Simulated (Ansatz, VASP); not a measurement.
# Two plane-wave programs on Zr3AlN4

```
Zr Al N
1.0
     4.84445    0.00000    0.00000
     0.00000    4.84445    0.00000
     0.00000    0.00000    4.84445
Zr Al N
3 1 4
Direct
  0.00000 0.50000 0.50000
  0.50000 0.00000 0.50000
  0.50000 0.50000 0.00000
  0.00000 0.00000 0.00000
  0.23259 0.23259 0.76741
  0.23259 0.76741 0.23259
  0.76741 0.23259 0.23259
  0.76741 0.76741 0.76741
```

Alike in both runs: functional PBE; k mesh 4 × 4 × 4; occupations gaussian, width 0.1 eV; no spin polarisation.

Ansatz relaxed the structure, and its values are those at the end. VASP's run is a single point on that final structure, the one shown.

```csv
,VASP,Ansatz
version,VASP 6.6.1,Ansatz 0.2.0
potentials or method,"VASP PAW PBE potentials, release 64 (Zr_sv, Al, N), cutoff 520 eV","scalar-relativistic, plane waves, PAW"
valence electrons in the cell,59,59
```

|  | VASP | Ansatz | Ansatz less VASP |
| --- | --- | --- | --- |
| gap on the k mesh at the Fermi level (eV) | none | none | - |
| pressure (GPa) | 0.1 | 0.0 | -0.08 |
| rms of the force components (eV/Å) | 0.013 | 0.002 | -0.0115 |

A gap of «none» marks a metal or a gap that the smearing closes.
